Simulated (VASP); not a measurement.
Wanted: the native input for a VASP 6.6.1 run.

```
Task                   : single point
Functional             : PBEsol
Potentials or basis    : VASP PAW PBE potentials, release 64 (Ni_sv_GW, Si)
Cutoff                 : 590 eV
k mesh                 : 9 × 9 × 9
Occupations            : gaussian, width 0.02 eV
Spin                   : collinear spin, zero start
Starting moments       : [0.0, 0.0, 0.0] μB
Hubbard terms          : Ni d U = 7.0 eV
Dipole correction      : no
Second run             : valence_matched
Further INCAR settings : ALGO = Normal; EDIFF = 1e-06; NBANDS = 24
```

The structure of Si2Ni lies in POSCAR:

```
Si2Ni
1.0
    0.0000000000      2.7030000000      2.7030000000
    2.7030000000      0.0000000000      2.7030000000
    2.7030000000      2.7030000000      0.0000000000
Ni Si
1 2
Direct
    0.0000000000      0.0000000000      0.0000000000
    0.7500000000      0.7500000000      0.7500000000
    0.2500000000      0.2500000000      0.2500000000
```

These files were run (other wordings do the same):

INCAR

```
PREC = Accurate ; ENCUT = 590
EDIFF = 1E-6 ; ISMEAR = 0
SIGMA = 0.02 ; LREAL = F
LASPH = T ; NELM = 200
ALGO = Normal ; ISIF = 2
LWAVE = F ; LCHARG = F
ISPIN = 2 ; MAGMOM = 0 0 0
LORBIT = 11 ; LMAXMIX = 4
LDAU = T ; LDAUTYPE = 2
LDAUL = 2 -1 ; LDAUU = 7 0
LDAUJ = 0 0 ; LDAUPRINT = 1
GGA = PS ; NBANDS = 24
GGA_COMPAT = F
```

KPOINTS

```
Automatic mesh
0
Gamma
  9 9 9
```

Potentials or basis: VASP PAW PBE potentials, release 64 (Ni_sv_GW, Si).

Run with:

```sh
$ cat potpaw_PBE.64/Ni_sv_GW/POTCAR potpaw_PBE.64/Si/POTCAR > POTCAR
$ mpirun -np 1 vasp_std > vasp.out
```

Results of the run:

```json
{
  "Pressure": "-3.0 GPa",
  "Band gap on the k mesh": "zero (filled and empty bands overlap)",
  "Net moment": "0.00 μB per cell",
  "Valence electrons inside the program's atomic spheres": "Ni 16.73; Si 1.58"
}
```

Caveat: the PAW data sets were made with another functional, which shifts forces and pressure a little; the U is typed as a test and isn't derived for this compound.

Wall time 73 s on 1 thread of Intel(R) Xeon(R) Platinum 8375C CPU @ 2.90GHz (Ice Lake), on a shared host, peak memory 0.24 GiB.
